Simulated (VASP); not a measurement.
# SiC (P6_3mc) in VASP: further runs, part 2 of 2

VASP 6.6.1.

## 5. Single point, PBEsol

This run uses another cell than the first one, of 9.33 Å³/atom, 1.029 times its volume.

Contents of INCAR:

```
PREC = Accurate ; ENCUT = 520
EDIFF = 1E-7 ; ISMEAR = 0
SIGMA = 0.05 ; LREAL = False
LASPH = True ; NELM = 80
ALGO = Normal ; ISIF = 2
LWAVE = False ; LCHARG = False
GGA = PS ; NBANDS = 26
```

Contents of KPOINTS:

```
regular mesh
0
Gamma
  12 12 4
```

Contents of POSCAR:

```
SiC
1.0
    3.0062000000      0.0000000000      0.0000000000
   -1.5031000000      2.6034455689      0.0000000000
    0.0000000000      0.0000000000      9.5384000000
Si C
4 4
Direct
    0.6666666667      0.3333333333      0.9378278494
    0.3333333333      0.6666666667      0.4378278494
    0.0000000000      0.0000000000      0.6878973398
    0.0000000000      0.0000000000      0.1878973398
    0.6666666667      0.3333333333      0.7498191768
    0.3333333333      0.6666666667      0.2498191768
    0.0000000000      0.0000000000      0.5004546340
    0.0000000000      0.0000000000      0.0004546340
```

Potentials or basis: VASP PAW PBE potentials, release 64 (Si, C).

The run is started by

```console
$ cat potpaw_PBE.64/Si/POTCAR potpaw_PBE.64/C/POTCAR > POTCAR
$ mpirun -np 1 vasp_std > vasp.out
```

OUTCAR:

```text
PREC = Accurate
   ENCUT = 520
   EDIFF = 1E-7
   ISMEAR = 0
   LREAL = False
   LASPH = True
   NELM = 80
   ISIF = 2
   GGA = PS

 ion  position               nearest neighbor table
   1  0.667  0.333  0.938-   5 1.79   8 1.84   8 1.84   8 1.84   3 2.95   3 2.95   3 2.95   4 2.95
                             4 2.95   4 2.95
   2  0.333  0.667  0.438-   6 1.79   7 1.84   7 1.84   7 1.84   4 2.95   4 2.95   4 2.95   3 2.95
                             3 2.95   3 2.95
   3  0.000  0.000  0.688-   7 1.79   5 1.83   5 1.83   5 1.83   1 2.95   1 2.95   1 2.95   2 2.95
                             2 2.95   2 2.95
   4  0.000  0.000  0.188-   8 1.79   6 1.83   6 1.83   6 1.83   2 2.95   2 2.95   2 2.95   1 2.95
                             1 2.95   1 2.95
   5  0.667  0.333  0.750-   1 1.79   3 1.83   3 1.83   3 1.83
   6  0.333  0.667  0.250-   2 1.79   4 1.83   4 1.83   4 1.83
   7  0.000  0.000  0.500-   3 1.79   2 1.84   2 1.84   2 1.84
   8  0.000  0.000  0.000-   4 1.79   1 1.84   1 1.84   1 1.84

  LATTYP: Found a hexagonal cell.
 ALAT       =     3.0062000000
 C/A-ratio  =     3.1729093207

  Lattice vectors:

 A1 = (   3.0062000000,   0.0000000000,   0.0000000000)
 A2 = (  -1.5031000000,   2.6034455689,   0.0000000000)
 A3 = (   0.0000000000,   0.0000000000,   9.5384000000)

Analysis of symmetry for initial positions (statically):
=====================================================================
 Subroutine PRICEL returns:
 Original cell was already a primitive cell.

 Routine SETGRP: Setting up the symmetry group for a
 hexagonal supercell.

 Subroutine GETGRP returns: Found 12 space group operations
 (whereof  6 operations were pure point group operations)
 out of a pool of 24 trial point group operations.

The static configuration has the point symmetry C_3v.
 The point group associated with its full space group is C_6v.

Analysis of symmetry for dynamics (positions and initial velocities):
[... 145 lines left out ...]
  volume/ion in A,a.u.               =       9.33        62.97
  Fermi-wavevector in a.u.,A,eV,Ry     =   1.234367  2.332615 20.730668  1.523661
  Thomas-Fermi vector in A             =   2.369060
   LORBIT       =      0    0 simple, 1 ext, 2 COOP (PROOUT), +10 PAW based schemes
   GGA     = PS    functional components
   LHFCALC =     F    Hartree Fock is set to
   AEXX    =    0.0000 exact exchange contribution
   IVDW    =     0    specifies the selected vdW correction
   LEPSILON=     F    determine dielectric tensor
   LRPA    =     F    only Hartree local field effects (RPA)
 non-spin polarized calculation
 Gauss-broadening in eV      SIGMA  =   0.05
  energy-cutoff  :      520.00
  volume of cell :       74.65
 maximum number of plane-waves:      2052
 NGX is ok and might be reduce to    24
   NGX = 11   NGY = 11   NGZ = 35

 number of electron      31.9999996 magnetization

 Free energy of the ion-electron system (eV)
  ---------------------------------------------------
  ext. energy  EPLUGINS =         0.00000000
  ---------------------------------------------------
  free energy    TOTEN  =       -62.90558802 eV

  energy without entropy =      -62.90558802  energy(sigma->0) =      -62.90558802

 E-fermi :   9.6640     XC(G=0): -11.9504

 val. band max:        9.4143252261   @ k =   0.0000   0.0000   0.0000
 cond. band min:      11.4975446222   @ k =   0.5000   0.0000   0.0000
 fundamental gap:      2.0832193961
 Fermi energy:         9.6640078833

 k-point     1 :       0.0000    0.0000    0.0000
  band No.  band energies     occupation
      1      -7.0159      2.00000
      2      -5.6757      2.00000
      3      -5.6169      2.00000
      4      -2.7388      2.00000
      5       0.1298      2.00000
      6       4.9908      2.00000
[... 685 lines left out ...]
     25      18.6709      0.00000
     26      19.1214      0.00000

 [... further k-points ...]
[... 5 lines left out ...]
  --------------------------------------------------------------------------------------
  -------------------------------------------------------------------------------------
  Total        9.6461828      9.6461828     20.2647703      0.0000000      0.0000000      0.0000000
  in kB      207.0256556    207.0256556    434.9209863      0.0000000      0.0000000      0.0000000
  external PRESSURE =     282.9907658 kB  Pullay stress =       0.0000000 kB

 VOLUME and BASIS-vectors are now :
 -----------------------------------------------------------------------------
  energy-cutoff  :      520.00
  volume of cell :       74.65
      direct lattice vectors                 reciprocal lattice vectors
     3.006200000  0.000000000  0.000000000     0.332645865  0.192053180  0.000000000
    -1.503100000  2.603445569  0.000000000     0.000000000  0.384106360  0.000000000
     0.000000000  0.000000000  9.538400000     0.000000000  0.000000000  0.104839386

 POSITION                                       TOTAL-FORCE (eV/Angst)
 -----------------------------------------------------------------------------------
      1.50310      0.86782      8.94538         0.000000     -0.000000      0.532355
     -0.00000      1.73563      4.17618        -0.000000      0.000000      0.532355
      0.00000      0.00000      6.56144         0.000000     -0.000000      0.655893
      0.00000      0.00000      1.79224         0.000000     -0.000000      0.655893
      1.50310      0.86782      7.15208         0.000000      0.000000     -0.603593
     -0.00000      1.73563      2.38288         0.000000     -0.000000     -0.603593
      0.00000      0.00000      4.77354        -0.000000      0.000000     -0.584656
      0.00000      0.00000      0.00434        -0.000000     -0.000000     -0.584656
 -----------------------------------------------------------------------------------
    total drift:                               -0.000000     -0.000000     -0.000162

  FREE ENERGIE OF THE ION-ELECTRON SYSTEM (eV)
  ---------------------------------------------------
  free  energy   TOTEN  =       -62.9055880182 eV

  energy  without entropy=      -62.9055880182  energy(sigma->0) =      -62.90558802
```

It took 1.7 min on 1 thread of Intel Xeon Platinum 8488C (Sapphire Rapids), shared host; peak memory 0.22 GiB.

Results:

| Quantity | Value |
| --- | --- |
| Free energy | -62.9056 eV |
| Pressure | 28.3 GPa |
| Largest force | 0.656 eV/Å |
| Band gap on the k mesh | 2.08 eV, indirect (least direct gap 3.27 eV) |

Forces in eV/Å, atoms in the order of the input:
```
Si   0.000  0.000  0.532
Si   0.000  0.000  0.532
Si   0.000  0.000  0.656
Si   0.000  0.000  0.656
C    0.000  0.000 -0.604
C    0.000  0.000 -0.604
C    0.000  0.000 -0.585
C    0.000  0.000 -0.585
```

Stress tensor (GPa, compression positive):
```
20.70  0.00  0.00
 0.00 20.70  0.00
 0.00  0.00 43.49
```

Levels at points of the mesh, in eV from the valence-band top:
```tsv
k point	band 13	band 14	band 15	band 16	band 17	band 18	band 19	band 20
(0.00, 0.00, 0.00)	-0.81	-0.14	-0.14	0.00	5.36	6.00	6.74	7.04
(0.50, 0.00, 0.00)	-2.69	-2.27	-1.63	-1.18	2.08	2.12	4.21	5.38
(0.00, 0.00, 0.50)	-0.38	-0.38	-0.38	-0.38	5.59	5.59	7.23	7.23
(0.50, 0.00, 0.50)	-2.69	-2.69	-1.72	-1.72	2.41	2.41	4.34	4.34
```

Caveat: the PAW data sets were made with another functional, which shifts forces and pressure a little. A k mesh can miss the band edges.

## 6. The runs side by side

| cell | gap on the mesh (eV) | pressure (GPa) | largest force (eV/Å) |
| --- | --- | --- | --- |
| a = 3.006, b = 3.006, c = 9.270 Å, angles 90.0, 90.0, 120.0°, 8 atoms | 1.82 | 39.0 | 1.52 |
| a = 2.863, b = 2.863, c = 10.345 Å, angles 90.0, 90.0, 120.0°, 8 atoms | 1.47 | 37.5 | 1.36 |
| a = 2.934, b = 2.934, c = 9.807 Å, angles 90.0, 90.0, 120.0°, 8 atoms | 2.01 | 35.2 | 0.39 |
| a = 3.006, b = 3.006, c = 9.538 Å, angles 90.0, 90.0, 120.0°, 8 atoms | 2.08 | 28.3 | 0.66 |

Alike in all rows: task single point; level PBEsol; potentials or basis VASP PAW PBE potentials, release 64 (Si, C); no spin polarisation; k mesh 12 × 12 × 4; cutoff (eV) 520; smearing gaussian 0.05 eV.

Caveats: the PAW data sets were made with another functional, which shifts forces and pressure a little.

Absolute energies hang on the potentials; compare differences alone.
